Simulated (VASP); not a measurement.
# CdTe (F-43m) in VASP: single point with PBE

Aim: the single point of CdTe with PBE.

All numbers are computed with VASP 6.6.1; they aren't measurements. Logs are shortened: lines on timing, memory, paths and dates and some standing lists are left out, and cuts for length are marked.

### 1 The cell of the first run

Symmetry: F-43m, No. 216, cubic system. Conventional cell: a = 6.431 Å, b = 6.431 Å, c = 6.431 Å, α = 90.00°, β = 90.00°, γ = 90.00°. Within 3.7 Å of Cd (site symmetry -43m) lie 4 Te at 2.78 Å. Within 3.7 Å of Te (site symmetry -43m) lie 4 Cd at 2.78 Å.

### 2 Single point, PBE

INCAR

```
PREC     = Accurate       # precision mode
ENCUT    = 500            # plane-wave cutoff, eV
EDIFF    = 1E-6           # SCF threshold, eV
ISMEAR   = 0              # smearing method
SIGMA    = 0.05           # smearing width, eV
LREAL    = False          # projectors in reciprocal space
LASPH    = True           # aspherical terms in the spheres
NELM     = 120            # most SCF steps
ALGO     = Normal         # electronic algorithm
ISIF     = 2              # what is computed and relaxed
LWAVE    = False          # write WAVECAR
LCHARG   = False          # write CHGCAR
GGA      = PE             # functional
NBANDS   = 16             # bands
GGA_COMPAT= False
```

KPOINTS

```
regular mesh
0
Gamma
  6 6 6
```

POSCAR

```
CdTe
1.0
    0.0000000000      3.2156472731      3.2156472731
    3.2156472731      0.0000000000      3.2156472731
    3.2156472731      3.2156472731      0.0000000000
Cd Te
1 1
Direct
    0.0000000000      0.0000000000      0.0000000000
    0.2500000000      0.2500000000      0.2500000000
```

Potentials or basis: VASP PAW PBE potentials, release 64 (Cd, Te).

Started as:

```sh
$ cat potpaw_PBE.64/Cd/POTCAR potpaw_PBE.64/Te/POTCAR > POTCAR
$ mpirun -np 1 vasp_std > vasp.out
```

OUTCAR:

```text
PREC = Accurate
   ENCUT = 500
   EDIFF = 1E-6
   ISMEAR = 0
   LREAL = False
   LASPH = True
   NELM = 120
   ISIF = 2
   GGA = PE

 ion  position               nearest neighbor table
   1  0.000  0.000  0.000-   2 2.78   2 2.78   2 2.78   2 2.78
   2  0.250  0.250  0.250-   1 2.78   1 2.78   1 2.78   1 2.78

  LATTYP: Found a face centered cubic cell.
 ALAT       =     6.4312945462

  Lattice vectors:

 A1 = (   0.0000000000,   3.2156472731,   3.2156472731)
 A2 = (   3.2156472731,   0.0000000000,   3.2156472731)
 A3 = (   3.2156472731,   3.2156472731,   0.0000000000)

Analysis of symmetry for initial positions (statically):
=====================================================================
 Subroutine PRICEL returns:
 Original cell was already a primitive cell.

 Routine SETGRP: Setting up the symmetry group for a
 face centered cubic supercell.

 Subroutine GETGRP returns: Found 24 space group operations
 (whereof 24 operations were pure point group operations)
 out of a pool of 48 trial point group operations.

The static configuration has the point symmetry T_d .

Analysis of symmetry for dynamics (positions and initial velocities):
=====================================================================
 Subroutine PRICEL returns:
 Original cell was already a primitive cell.

 Routine SETGRP: Setting up the symmetry group for a
 face centered cubic supercell.

 Subroutine GETGRP returns: Found 24 space group operations
 (whereof 24 operations were pure point group operations)
 out of a pool of 48 trial point group operations.

The dynamic configuration has the point symmetry T_d .

 Subroutine INISYM returns: Found 24 space group operations
 (whereof 24 operations are pure point group operations),
 and found     1 'primitive' translations

----------------------------------------------------------------------------------------

                                     Primitive cell

  volume of cell :      66.5021

  direct lattice vectors                    reciprocal lattice vectors
     0.000000000  3.215647273  3.215647273    -0.155489691  0.155489691  0.155489691
     3.215647273  0.000000000  3.215647273     0.155489691 -0.155489691  0.155489691
     3.215647273  3.215647273  0.000000000     0.155489691  0.155489691 -0.155489691

  length of vectors
     4.547611985  4.547611985  4.547611985     0.269316044  0.269316044  0.269316044
[... 70 lines left out ...]
   ENCUT  =  500.0 eV  36.75 Ry    6.06 a.u.   8.29  8.29  8.29*2*pi/ulx,y,z
   NELM   =    120;   NELMIN=  2; NELMDL= -5     # of ELM steps
   EDIFF  = 0.1E-05   stopping-criterion for ELM
   LREAL  =      F    real-space projection
   EDIFFG = 0.1E-04   stopping-criterion for IOM
   NSW    =      0    number of steps for IOM
   IBRION =     -1    ionic relax: 0-MD 1-quasi-New 2-CG
   NFREE  =      0    steps in history (QN), initial steepest desc. (CG)
   ISIF   =      2    stress and relaxation
   ISYM   =      2    0-nonsym 1-usesym 2-fastsym
   POTIM  = 0.5000    time-step for ionic-motion
   TEBEG  =    0.0;   TEEND  =   0.0 temperature during run
   PSTRESS=    0.0 pullay stress
   NELECT =      18.0000    total number of electrons
   NUPDOWN=      -1.0000    fix difference up-down
   EMIN   =  10.00;   EMAX   =-10.00  energy-range for DOS
   EFERMI =   0.00;   METHOD = LEGACY
   ISMEAR =     0;   SIGMA  =   0.05  broadening in eV -4-tet -1-fermi 0-gaus
   EFERMI_NEDOS =   21; number of points for ismear=-14 and -15
   IALGO  =     38    algorithm
   IMIX   =      4    mixing-type and parameters
     AMIX     =   0.40;   BMIX     =  1.00
     AMIX_MAG =   1.60;   BMIX_MAG =  1.00
  volume/ion in A,a.u.               =      33.25       224.39
  Fermi-wavevector in a.u.,A,eV,Ry     =   1.058979  2.001180 15.258064  1.121436
  Thomas-Fermi vector in A             =   2.194308
   LORBIT       =      0    0 simple, 1 ext, 2 COOP (PROOUT), +10 PAW based schemes
   GGA     = PE    functional components
   LHFCALC =     F    Hartree Fock is set to
   AEXX    =    0.0000 exact exchange contribution
   IVDW    =     0    specifies the selected vdW correction
   LEPSILON=     F    determine dielectric tensor
   LRPA    =     F    only Hartree local field effects (RPA)
 non-spin polarized calculation
 Gauss-broadening in eV      SIGMA  =   0.05
  energy-cutoff  :      500.00
  volume of cell :       66.50
 maximum number of plane-waves:      1711
 NGX is ok and might be reduce to    36
   NGX = 17   NGY = 17   NGZ = 17

 number of electron      17.9999994 magnetization

 Free energy of the ion-electron system (eV)
  ---------------------------------------------------
  ext. energy  EPLUGINS =         0.00000000
  ---------------------------------------------------
  free energy    TOTEN  =        -4.73808858 eV

  energy without entropy =       -4.73808858  energy(sigma->0) =       -4.73808858

 E-fermi :   2.8036     XC(G=0):  -8.6862

 val. band max:        2.5632336356   @ k =   0.0000   0.0000   0.0000
 cond. band min:       3.4044008925   @ k =   0.0000   0.0000   0.0000
 fundamental gap:      0.8411672570
 Fermi energy:         2.8036025395

 k-point     1 :       0.0000    0.0000    0.0000
  band No.  band energies     occupation
      1      -8.7448      2.00000
      2      -5.8089      2.00000
      3      -5.8089      2.00000
      4      -5.8089      2.00000
      5      -5.5310      2.00000
      6      -5.5310      2.00000
[... 281 lines left out ...]
      3      -5.6668      2.00000
      4      -5.5824      2.00000
      5      -5.5178      2.00000
      6      -4.9437      2.00000
[... 8 lines left out ...]
     15      13.7232      0.00000
     16      14.0253      0.00000

------------------------ aborting loop because EDIFF is reached ----------------------------------------

  FORCE on cell =-STRESS in cart. coord.  units (eV):
  Direction    XX          YY          ZZ          XY          YZ          ZX
  --------------------------------------------------------------------------------------
  -------------------------------------------------------------------------------------
  Total        1.6101572      1.6101572      1.6101572      0.0000000      0.0000000      0.0000000
  in kB       38.7921328     38.7921328     38.7921328      0.0000000      0.0000000      0.0000000
  external PRESSURE =      38.7921328 kB  Pullay stress =       0.0000000 kB

 VOLUME and BASIS-vectors are now :
 -----------------------------------------------------------------------------
  energy-cutoff  :      500.00
  volume of cell :       66.50
      direct lattice vectors                 reciprocal lattice vectors
     0.000000000  3.215647273  3.215647273    -0.155489691  0.155489691  0.155489691
     3.215647273  0.000000000  3.215647273     0.155489691 -0.155489691  0.155489691
     3.215647273  3.215647273  0.000000000     0.155489691  0.155489691 -0.155489691

 POSITION                                       TOTAL-FORCE (eV/Angst)
 -----------------------------------------------------------------------------------
      0.00000      0.00000      0.00000        -0.000000      0.000000      0.000000
      1.60782      1.60782      1.60782         0.000000     -0.000000     -0.000000
 -----------------------------------------------------------------------------------
    total drift:                                0.000000      0.000000      0.000000

  FREE ENERGIE OF THE ION-ELECTRON SYSTEM (eV)
  ---------------------------------------------------
  free  energy   TOTEN  =        -4.7380885824 eV

  energy  without entropy=       -4.7380885824  energy(sigma->0) =       -4.73808858
```

stdout:

```text
POSCAR found type information on POSCAR CdTe
 POSCAR found :  2 types and       2 ions
 scaLAPACK will be used
 LDA part: xc-table for (Slater+PW92), standard interpolation
 POSCAR, INCAR and KPOINTS ok, starting setup
 FFT: planning ... GRIDC
 FFT: planning ... GRID_SOFT
 FFT: planning ... GRID
 WAVECAR not read
 entering main loop
```

It took 7.3 s on 1 thread of Intel Xeon 6975P-C (Granite Rapids), shared host; peak memory 0.21 GiB.

Results:

- Free energy: -4.7381 eV
- Pressure: 3.9 GPa
- Band gap on the k mesh: 0.84 eV, direct

Levels at points of the mesh, in eV from the valence-band top:
| k point | band 6 | band 7 | band 8 | band 9 | band 10 | band 11 | band 12 | band 13 |
| --- | --- | --- | --- | --- | --- | --- | --- | --- |
| (0.00, 0.00, 0.00) | -8.09 | 0.00 | 0.00 | 0.00 | 0.84 | 4.58 | 4.58 | 4.58 |
| (0.50, 0.00, 0.00) | -7.72 | -4.56 | -0.81 | -0.81 | 1.84 | 5.18 | 5.18 | 7.10 |
| (0.50, 0.50, 0.00) | -7.57 | -4.42 | -1.95 | -1.95 | 2.55 | 2.66 | 8.97 | 9.25 |

Caveat: spin-orbit coupling is left out, which moves the levels of the heavy elements. A hybrid or GW would open this gap; PBE tends to underestimate it.
